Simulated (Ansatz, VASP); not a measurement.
## One calculation of GaC3, two programs

```
Ga C
1.0
     3.19738    0.00413    0.03848
     0.00413    3.32835   -0.01252
     0.03848   -0.01252    3.27363
Ga C
1 3
Direct
  0.98826 0.00684 0.02792
  0.02288 0.49550 0.50807
  0.50251 0.99119 0.53250
  0.51014 0.49445 0.98009
```

Alike in both runs: task single point; functional PBE; k mesh 5 × 5 × 5; occupations fermi-dirac, width 0.15 eV; no spin polarisation.

|  | VASP | Ansatz |
| --- | --- | --- |
| version | VASP 6.6.1 | Ansatz 0.2.0 |
| potentials or method | VASP PAW PBE potentials, release 64 (Ga_d, C), cutoff 520 eV | plane waves, PAW |
| valence electrons in the cell | 25 | 25 |

```csv
,VASP,Ansatz,Ansatz less VASP
pressure (GPa),10.8,10.4,-0.48
"traceless stress, the component that is largest in VASP (GPa)",2.93,2.93,+0.001
rms of the force components (eV/Å),0.608,0.609,+0.0001
```

Atom by atom the forces differ by 0.002 eV/Å (rms over components). The functional is the same, so the differences come from potentials, cutoffs and numerics. Ansatz's warnings: stress scf threshold loose.

The k mesh is coarse, so the values compare programs but aren't converged.
